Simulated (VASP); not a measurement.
# Se (Pm-3m) in VASP: a series of runs

Aim: see how the results for Se move with the level of theory and the settings. Levels: r2SCAN, r2SCAN0. Tasks: relaxation of cell and atoms, single point.

All numbers are computed with VASP 6.6.1; they aren't measurements. Logs are shortened: lines on timing, memory, paths and dates and some standing lists are left out, and cuts for length are marked.

### 1 The cell of the first run

It takes space group Pm-3m (No. 221, cubic). Conventional cell: a = 2.866 Å, b = 2.866 Å, c = 2.866 Å, α = 90.00°, β = 90.00°, γ = 90.00°. Within 3.8 Å of Se (site symmetry m-3m) lie 6 Se at 2.87 Å.

This isn't the form of Se at room conditions, which is trigonal, of chains.

### 2 Relaxation of cell and atoms, r2SCAN

Input file POSCAR:

```
Se
1.0
    2.8664900032      0.0000000000      0.0000000000
    0.0000000000      2.8664900032      0.0000000000
    0.0000000000      0.0000000000      2.8664900032
Se
1
Direct
    0.0000000000      0.0000000000      0.0000000000
```

Input file INCAR.step1:

```
SYSTEM = Se
PREC = Accurate ; ENCUT = 600
ISMEAR = -1 ; SIGMA = 0.1
LREAL = .False. ; LASPH = .True.
NELM = 80 ; GGA = PE
ALGO = Normal ; EDIFF = 1E-4
LWAVE = .True. ; LCHARG = .False.
```

Input file INCAR.step2:

```
SYSTEM = Se
PREC = Accurate ; ENCUT = 600
EDIFF = 1E-6 ; ISMEAR = -1
SIGMA = 0.1 ; LREAL = .False.
LASPH = .True. ; NELM = 80
ALGO = Normal ; ISIF = 3
LWAVE = .False. ; LCHARG = .False.
METAGGA = R2SCAN ; LMIXTAU = .True.
IBRION = 2 ; NSW = 80
EDIFFG = -0.01 ; ISTART = 1
```

Input file KPOINTS:

```
regular mesh
0
Gamma
  11 11 11
  0 0 0
```

Potentials or basis: VASP PAW PBE potentials, release 64 (Se).

Launch:

```
cat potpaw_PBE.64/Se/POTCAR > POTCAR
cp INCAR.step1 INCAR
mpirun -np 1 vasp_std > vasp.out
cp INCAR.step2 INCAR
mpirun -np 1 vasp_std > vasp.out
```

OUTCAR:

```text
SYSTEM = Se
   PREC = Accurate
   ENCUT = 600
   EDIFF = 1E-6
   ISMEAR = -1
   LREAL = .False.
   LASPH = .True.
   NELM = 80
   ISIF = 3
   METAGGA = R2SCAN
   IBRION = 2
   NSW = 80
   EDIFFG = -0.01
   ISTART = 1

 ion  position               nearest neighbor table
   1  0.000  0.000  0.000-

  LATTYP: Found a simple cubic cell.
 ALAT       =     2.8664900032

  Lattice vectors:

 A1 = (   2.8664900032,   0.0000000000,   0.0000000000)
 A2 = (   0.0000000000,   2.8664900032,   0.0000000000)
 A3 = (   0.0000000000,   0.0000000000,   2.8664900032)

Analysis of symmetry for initial positions (statically):
=====================================================================
 Subroutine PRICEL returns:
 Original cell was already a primitive cell.

 Routine SETGRP: Setting up the symmetry group for a
 simple cubic supercell.

 Subroutine GETGRP returns: Found 48 space group operations
 (whereof 48 operations were pure point group operations)
 out of a pool of 48 trial point group operations.

The static configuration has the point symmetry O_h .

Analysis of symmetry for dynamics (positions and initial velocities):
=====================================================================
 Subroutine PRICEL returns:
 Original cell was already a primitive cell.

 Routine SETGRP: Setting up the symmetry group for a
 simple cubic supercell.

 Subroutine GETGRP returns: Found 48 space group operations
 (whereof 48 operations were pure point group operations)
 out of a pool of 48 trial point group operations.

The dynamic configuration has the point symmetry O_h .

 Subroutine INISYM returns: Found 48 space group operations
 (whereof 48 operations are pure point group operations),
 and found     1 'primitive' translations

----------------------------------------------------------------------------------------

                                     Primitive cell

  volume of cell :      23.5533

  direct lattice vectors                    reciprocal lattice vectors
     2.866490003  0.000000000  0.000000000     0.348858708  0.000000000  0.000000000
     0.000000000  2.866490003  0.000000000     0.000000000  0.348858708  0.000000000
     0.000000000  0.000000000  2.866490003     0.000000000  0.000000000  0.348858708

  length of vectors
     2.866490003  2.866490003  2.866490003     0.348858708  0.348858708  0.348858708

[... 85 lines left out ...]
   ISYM   =      2    0-nonsym 1-usesym 2-fastsym
   POTIM  = 0.5000    time-step for ionic-motion
   TEBEG  =    0.0;   TEEND  =   0.0 temperature during run
   PSTRESS=    0.0 pullay stress
   NELECT =       6.0000    total number of electrons
   NUPDOWN=      -1.0000    fix difference up-down
   EMIN   =  10.00;   EMAX   =-10.00  energy-range for DOS
   EFERMI =   0.00;   METHOD = LEGACY
   ISMEAR =    -1;   SIGMA  =   0.10  broadening in eV -4-tet -1-fermi 0-gaus
   EFERMI_NEDOS =   21; number of points for ismear=-14 and -15
   IALGO  =     38    algorithm
   IMIX   =      4    mixing-type and parameters
     AMIX     =   0.40;   BMIX     =  1.00
     AMIX_MAG =   1.60;   BMIX_MAG =  1.00
  volume/ion in A,a.u.               =      23.55       158.95
  Fermi-wavevector in a.u.,A,eV,Ry     =   1.037787  1.961133 14.653495  1.077001
  Thomas-Fermi vector in A             =   2.172241
   LORBIT       =      0    0 simple, 1 ext, 2 COOP (PROOUT), +10 PAW based schemes
   METAGGA = R2SCAN    functional components
   LHFCALC =     F    Hartree Fock is set to
   AEXX    =    0.0000 exact exchange contribution
   IVDW    =     0    specifies the selected vdW correction
   LEPSILON=     F    determine dielectric tensor
   LRPA    =     F    only Hartree local field effects (RPA)
 conjugate gradient relaxation of ions
 non-spin polarized calculation
  energy-cutoff  :      600.00
  volume of cell :       23.55
 maximum number of plane-waves:       804
 NGX is ok and might be reduce to    24
   NGX = 11   NGY = 11   NGZ = 11

--------------------------------------- Ionic step        1  -------------------------------------------

 number of electron       5.9999999 magnetization

 Free energy of the ion-electron system (eV)
  ---------------------------------------------------
  ext. energy  EPLUGINS =         0.00000000
  ---------------------------------------------------
  free energy    TOTEN  =       -14.04906186 eV

  energy without entropy =      -14.03337135  energy(sigma->0) =      -14.04121661

------------------------ aborting loop because EDIFF is reached ----------------------------------------

  FORCE on cell =-STRESS in cart. coord.  units (eV):
  Direction    XX          YY          ZZ          XY          YZ          ZX
  --------------------------------------------------------------------------------------
  -------------------------------------------------------------------------------------
  Total       -0.5660520     -0.5660520     -0.5660520     -0.0000000      0.0000000      0.0000000
  in kB      -38.5048662    -38.5048662    -38.5048662     -0.0000000      0.0000000      0.0000000
  external PRESSURE =     -38.5048662 kB  Pullay stress =       0.0000000 kB
[... 57 lines left out ...]
--------------------------------------- Ionic step        3  -------------------------------------------

 number of electron       5.9999999 magnetization

 Free energy of the ion-electron system (eV)
  ---------------------------------------------------
  ext. energy  EPLUGINS =         0.00000000
  ---------------------------------------------------
  free energy    TOTEN  =       -14.06541996 eV

  energy without entropy =      -14.05118725  energy(sigma->0) =      -14.05830361

 E-fermi :   4.6730     XC(G=0): -10.5092

 val. band max:        4.6483543491   @ k =   0.3636   0.1818   0.1818
 cond. band min:       4.9067396724   @ k =   0.0909   0.0000   0.0000
 fundamental gap:      0.2583853233
 Fermi energy:         4.6729812456

 k-point     1 :       0.0000    0.0000    0.0000
  band No.  band energies     occupation
      1     -12.2115      2.00000
      2       6.1593      0.00000
      3       6.1593      0.00000
      4       6.1593      0.00000
      5      12.8633      0.00000
      6      12.8633      0.00000
      7      13.4671      0.00000
[... 221 lines left out ...]
 k-point    24 :       0.2727    0.0909    0.0909
  band No.  band energies     occupation
      1     -10.9154      2.00000
      2       0.5868      2.00000
      3       5.7904      0.00003
      4       5.9390      0.00001
      5      15.5604      0.00000
      6      15.6336      0.00000
      7      18.9206      0.00000

 [... further k-points ...]
[... 5 lines left out ...]
  --------------------------------------------------------------------------------------
  -------------------------------------------------------------------------------------
  Total       -0.0002638     -0.0002638     -0.0002638     -0.0000000     -0.0000000      0.0000000
  in kB       -0.0189872     -0.0189872     -0.0189872     -0.0000000     -0.0000000      0.0000000
  external PRESSURE =      -0.0189872 kB  Pullay stress =       0.0000000 kB
[... 16 lines left out ...]
  FREE ENERGIE OF THE ION-ELECTRON SYSTEM (eV)
  ---------------------------------------------------
  free  energy   TOTEN  =       -14.0654199641 eV

  energy  without entropy=      -14.0511872503  energy(sigma->0) =      -14.05830361

 reached required accuracy - stopping structural energy minimisation
```

Run time: 60 s. Hardware: 1 thread of Intel Xeon 8259CL, shared host; peak memory 0.15 GiB.

What came out:

```yaml
Free_energy: -14.0654 eV
Relaxed_volume: 22.26 Å³/atom
Relaxed_cell: a = 2.813 Å, b = 2.813 Å, c = 2.813 Å, α = 90.00°, β = 90.00°, γ = 90.00°
Space_group_after_relaxing_to_0.1_Å: Pm-3m (No. 221)
Energy_gained_by_relaxing: 16.4 meV/atom
Ionic_steps: 3
Pressure_after_relaxing: 0.0 GPa
Band_gap_on_the_k_mesh: zero (bands 3 and 4 overlap by 6.49 eV)
```

Step by step:
```csv
step,energy change (eV),largest force (eV/Å),pressure (GPa),volume (Å³)
1,0.0000,0.0000,-3.85,23.55
2,-0.0125,0.0000,2.18,21.68
3,-0.0164,0.0000,0.00,22.26
```

Final structure:
```cif
data_structure
_symmetry_space_group_name_H-M 'P 1'
_symmetry_Int_Tables_number 1
_cell_length_a 2.8130
_cell_length_b 2.8130
_cell_length_c 2.8130
_cell_angle_alpha 90.000
_cell_angle_beta 90.000
_cell_angle_gamma 90.000
_cell_volume 22.26
loop_
_atom_site_label
_atom_site_type_symbol
_atom_site_fract_x
_atom_site_fract_y
_atom_site_fract_z
_atom_site_occupancy
Se1 Se 0.00000 0.00000 0.00000 1
```

Caveat: the PAW data sets were made with another functional, which shifts forces and pressure a little.

### 3 Single point, r2SCAN, non-collinear spin, zero start, spin-orbit coupling

This run uses another cell than the first one, of 22.29 Å³/atom.

Input file POSCAR:

```
Se
1.0
    2.8143017337      0.0000000000      0.0000000000
    0.0000000000      2.8143017337      0.0000000000
    0.0000000000      0.0000000000      2.8143017337
Se
1
Direct
    0.0000000000      0.0000000000      0.0000000000
```

Input file INCAR.step1:

```
PREC     = Accurate       # precision mode
ENCUT    = 520            # plane-wave cutoff, eV
ISMEAR   = -1             # smearing method
SIGMA    = 0.1            # smearing width, eV
LREAL    = False          # projectors in reciprocal space
LASPH    = True           # aspherical terms in the spheres
NELM     = 150            # most SCF steps
LNONCOLLINEAR= True           # non-collinear magnetism
MAGMOM   = 0 0 0          # initial moments
LSORBIT  = True           # spin-orbit coupling
GGA_COMPAT= False        
NBANDS   = 17             # bands
GGA      = PE             # functional
ALGO     = Normal         # electronic algorithm
EDIFF    = 1E-4           # SCF threshold, eV
LWAVE    = True           # write WAVECAR
LCHARG   = False          # write CHGCAR
```

Input file INCAR.step2:

```
PREC     = Accurate       # precision mode
ENCUT    = 520            # plane-wave cutoff, eV
EDIFF    = 1E-7           # SCF threshold, eV
ISMEAR   = -1             # smearing method
SIGMA    = 0.1            # smearing width, eV
LREAL    = False          # projectors in reciprocal space
LASPH    = True           # aspherical terms in the spheres
NELM     = 150            # most SCF steps
ALGO     = Normal         # electronic algorithm
ISIF     = 2              # what is computed and relaxed
LWAVE    = False          # write WAVECAR
LCHARG   = False          # write CHGCAR
LNONCOLLINEAR= True           # non-collinear magnetism
MAGMOM   = 0 0 0          # initial moments
LORBIT   = 11             # projections on sites
LSORBIT  = True           # spin-orbit coupling
GGA_COMPAT= False        
LORBMOM  = True         
METAGGA  = R2SCAN         # meta-GGA
LMIXTAU  = True         
NBANDS   = 17             # bands
ISTART   = 1
```

Input file KPOINTS:

```
Automatic mesh
0
Gamma
  11 11 11
```

Potentials or basis: VASP PAW PBE potentials, release 64 (Se).

Launch:

```
cat potpaw_PBE.64/Se/POTCAR > POTCAR
cp INCAR.step1 INCAR
mpirun -np 1 vasp_ncl > vasp.out
cp INCAR.step2 INCAR
mpirun -np 1 vasp_ncl > vasp.out
```

Run time: 4.8 min. Hardware: 1 thread of Intel Xeon 8259CL, shared host; peak memory 0.23 GiB.

It converged, with:

```
Free energy                                           : -14.0890 eV
Pressure                                              : 0.0 GPa
Net moment                                            : 0.00 μB per cell
Valence electrons inside the program's atomic spheres : Se 3.70
```

Moments on the atoms (μB; x, y, z):
```
Se  0.00 0.00 0.00
```

Caveat: the PAW data sets were made with another functional, which shifts forces and pressure a little.

### 4 Single point, r2SCAN0

This run uses another cell than the first one, of 22.29 Å³/atom.

Input file POSCAR:

```
Se
1.0
    2.8143017331      0.0000000000      0.0000000000
    0.0000000000      2.8143017331      0.0000000000
    0.0000000000      0.0000000000      2.8143017331
Se
1
Direct
    0.0000000000      0.0000000000      0.0000000000
```

Input file INCAR.step1:

```
ALGO = Normal ; EDIFF = 1E-5
ENCUT = 520 ; GGA = PE
ISIF = 2 ; ISMEAR = -1
LASPH = T ; LCHARG = F
LREAL = F ; LWAVE = T
NBANDS = 9 ; NELM = 100
PREC = Accurate ; SIGMA = 0.1
```

Input file INCAR.step2:

```
AEXX = 0.25 ; ALGO = Normal
EDIFF = 1E-6 ; ENCUT = 520
ISIF = 2 ; ISMEAR = -1
ISTART = 1 ; LASPH = T
LCHARG = F ; LHFCALC = T
LMIXTAU = T ; LREAL = F
LWAVE = F ; METAGGA = R2SCAN
NBANDS = 9 ; NELM = 100
PREC = Accurate ; PRECFOCK = Normal
SIGMA = 0.1
```

Input file KPOINTS:

```
k-points
0
Gamma
  6 6 6
```

Launch:

```
cat potpaw_PBE.64/Se/POTCAR > POTCAR
cp INCAR.step1 INCAR
mpirun -np 1 vasp_std > vasp.out
cp INCAR.step2 INCAR
mpirun -np 1 vasp_std > vasp.out
```

Run time: 7.9 min. Hardware: 1 thread of Oxide Virtual Turin-like, shared host; peak memory 0.12 GiB.

Results (log left out):

```yaml
Free_energy: -12.5569 eV
Pressure: -4.0 GPa
Band_gap_on_the_k_mesh: zero (bands 3 and 4 overlap by 8.29 eV)
```

Levels at points of the mesh, in eV from the Fermi level:
```csv
k point,band 1,band 2,band 3,band 4,band 5,band 6,band 7,band 8
"(0.00, 0.00, 0.00)",-19.08,1.79,1.79,1.79,8.78,8.78,9.29,24.53
"(0.50, 0.00, 0.00)",-16.66,-8.85,3.62,3.62,11.16,13.33,14.14,15.17
"(0.50, 0.50, 0.00)",-14.18,-6.63,-6.63,3.72,5.23,15.15,17.56,17.56
"(0.50, 0.50, 0.50)",-11.57,-4.67,-4.67,-4.67,6.89,6.89,6.89,11.22
```

Caveat: the k points lie up to 0.37 Å⁻¹ apart, too coarse for converged energies and pressures of a metal; the PAW data sets were made with another functional, which shifts forces and pressure a little.

### 5 Overview

```csv
task,level,spin,cell,k mesh,cutoff (eV),grid for exact exchange (PRECFOCK),share of exact exchange,gap on the mesh (eV),pressure (GPa)
relaxation of cell and atoms,r2SCAN,off,"relaxed from a = 2.866 Å, 1 atom",11 × 11 × 11,600,-,-,none,0.0
single point,r2SCAN,"non-collinear, zero start, SOC","a = 2.814 Å, 1 atom",11 × 11 × 11,520,-,-,-,0.0
single point,r2SCAN0,off,"a = 2.814 Å, 1 atom",6 × 6 × 6,520,Normal,0.25,none,-4.0
```

Alike in all rows: potentials or basis VASP PAW PBE potentials, release 64 (Se); smearing fermi-dirac 0.1 eV.

Caveats: some runs use coarse meshes; the PAW data sets were made with another functional, which shifts forces and pressure a little.

Total energies depend on the potentials used, so only differences within one code and one set of settings carry meaning.

The gap in the log of VASP goes by the Fermi energy; the results here count the filled bands.